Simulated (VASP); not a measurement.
Here is a VASP 6.6.1 calculation.

File INCAR:

```
PREC = Accurate
ENCUT = 600
EDIFF = 1E-6
ISMEAR = 0
SIGMA = 0.1
LREAL = False
LASPH = True
NELM = 200
ALGO = Normal
ISIF = 2
LWAVE = False
LCHARG = False
LMAXMIX = 4
LDAU = True
LDAUTYPE = 2
LDAUL = 2 -1
LDAUU = 1 0
LDAUJ = 0 0
LDAUPRINT = 1
GGA = PE
NBANDS = 25
GGA_COMPAT = False
```

Contents of KPOINTS:

```
regular mesh
0
Gamma
  12 12 18
```

The input POSCAR:

```
Cu2Ru
1.0
    4.2545327753      0.0000000000      0.0000000000
   -2.1272663876      3.6845334646      0.0000000000
    0.0000000000      0.0000000000      2.4493082522
Cu Ru
2 1
Direct
    0.3333333333      0.6666666667      0.5000000000
    0.6666666667      0.3333333333      0.5000000000
    0.0000000000      0.0000000000      0.0000000000
```

Potentials or basis: VASP PAW PBE potentials, release 64 (Cu, Ru_pv).

Launch:

```sh
$ cat potpaw_PBE.64/Cu/POTCAR potpaw_PBE.64/Ru_pv/POTCAR > POTCAR
$ mpirun -np 1 vasp_std > vasp.out
```

Problem. Predict the pressure.

Solution. -0.4 GPa.

Problem. What does it give for the band gap on the k mesh?

Solution. Zero (bands 18 and 19 overlap by 2.08 eV).

Stress tensor (GPa, compression positive):
```
-0.56  0.00  0.00
 0.00 -0.56  0.00
 0.00  0.00 -0.12
```

Caveat: U without spin polarisation on a metal has little footing; the U is typed as a test and isn't derived for this compound.
